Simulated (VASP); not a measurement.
Write the native input for VASP 6.6.1 that does the following.

| Property | Result |
| --- | --- |
| Task | single point |
| Functional | PBE |
| Potentials or basis | VASP PAW PBE potentials, release 64 (Cd, S) |
| Cutoff | 520 eV |
| k mesh | 4 × 4 × 4 |
| Occupations | gaussian, width 0.01 eV |
| Spin | no spin polarisation |
| Dipole correction | no |
| Further INCAR settings | ALGO = Normal; EDIFF = 1e-06; NBANDS = 16 |

The structure of CdS lies in POSCAR:

```
CdS
1.0
    0.0000000000      2.9392087863      2.9392087863
    2.9392087863      0.0000000000      2.9392087863
    2.9392087863      2.9392087863      0.0000000000
Cd S
1 1
Direct
    0.0000000000      0.0000000000      0.0000000000
    0.2500000000      0.2500000000      0.2500000000
```

One way to write it, as run:

INCAR

```
SYSTEM = CdS
  PREC = Accurate
  ENCUT = 520
  EDIFF = 1E-6
  ISMEAR = 0
  SIGMA = 0.01
  LREAL = .FALSE.
  LASPH = .TRUE.
  NELM = 60
  ALGO = Normal
  ISIF = 2
  LWAVE = .FALSE.
  LCHARG = .FALSE.
  GGA = PE
  NBANDS = 16
```

KPOINTS

```
Automatic mesh
0
G
  4 4 4
  0 0 0
```

Potentials or basis: VASP PAW PBE potentials, release 64 (Cd, S).

Run with:

```sh
$ cat potpaw_PBE.64/Cd/POTCAR potpaw_PBE.64/S/POTCAR > POTCAR
$ mpirun -np 1 vasp_std > vasp.out
```

Results of the run:

```
Pressure               : 1.9 GPa
Band gap on the k mesh : 1.09 eV, direct
```

Caveat: the k points lie up to 0.46 Å⁻¹ apart.

Run time: 13 s on 1 thread of AMD EPYC 7R13, on a shared host, peak memory 0.14 GiB.
